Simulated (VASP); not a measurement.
A run of VASP 6.6.1 is set up as follows.

The input INCAR:

```
  AGGAC = 1.0
  AGGAX = 1.0
  ALDAC = 0.0
  ALDAX = 1.0
  ALGO = Normal
  EDIFF = 1E-6
  ENCUT = 520
  GGA = B5
  ISIF = 2
  ISMEAR = 0
  LASPH = T
  LCHARG = F
  LREAL = F
  LWAVE = F
  NBANDS = 42
  NELM = 60
  PREC = Accurate
  SIGMA = 0.15
```

The input KPOINTS:

```
k-points
0
Gamma
  3 3 3
```

File POSCAR:

```
NaSn2Pd3
1.0
    5.7711146400      0.0000000000      0.0000000000
   -2.8855573200      4.9979318900      0.0000000000
    0.0000000000      0.0000000000      4.2624392200
Na Sn Pd
1 2 3
Direct
    0.0000000000      0.0000000000      0.1926302600
    0.6666666667      0.3333333333      0.4961477200
    0.3333333333      0.6666666667      0.4961477200
    0.0000000000      0.5000000000      0.9950231000
    0.5000000000      0.0000000000      0.9950231000
    0.5000000000      0.5000000000      0.9950231000
```

Potentials or basis: VASP PAW PBE potentials, release 64 (Na_pv, Sn_d, Pd).

Launch:

```bash
$ cat potpaw_PBE.64/Na_pv/POTCAR potpaw_PBE.64/Sn_d/POTCAR potpaw_PBE.64/Pd/POTCAR > POTCAR
$ mpirun -np 1 vasp_std > vasp.out
```

(1) What does it give for the largest force?

(2) Estimate the pressure.

Answers

(1) 0.017 eV/Å.

(2) 8.1 GPa.

Caveat: the k points lie up to 0.49 Å⁻¹ apart; the PAW data sets were made with another functional, which shifts forces and pressure a little.
